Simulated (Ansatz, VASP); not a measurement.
## One calculation of ZrInS3, two programs

```xyz
5
Lattice="3.4940 0.0000 0.0000 0.0000 3.4940 0.0000 0.0000 0.0000 10.7820" Properties=species:S:1:pos:R:3 pbc="T T T"
Zr    1.7470    1.7470    0.0000
In    1.7470    1.7470    5.3910
S     0.0000    0.0000    1.4327
S     0.0000    0.0000    9.3493
S     0.0000    0.0000    5.3910
```

Alike in both runs: functional PBE; k mesh 6 × 6 × 2; occupations gaussian, width 0.1 eV; no spin polarisation.

Ansatz relaxed the structure, and its values are those at the end. VASP's run is a single point on that final structure, the one shown.

|  | VASP | Ansatz |
| --- | --- | --- |
| version | VASP 6.6.1 | Ansatz 0.2.0 |
| potentials or method | VASP PAW PBE potentials, release 64 (Zr_sv, In_d, S), cutoff 520 eV | scalar-relativistic, plane waves, PAW |
| valence electrons in the cell | 43 | 43 |

```tsv
	VASP	Ansatz	Ansatz less VASP
gap on the k mesh at the Fermi level (eV)	none	none	-
pressure (GPa)	-0.1	0.0	+0.05
```

A gap of «none» marks a metal or a gap that the smearing closes. The functional is the same, so the differences come from potentials, cutoffs and numerics.
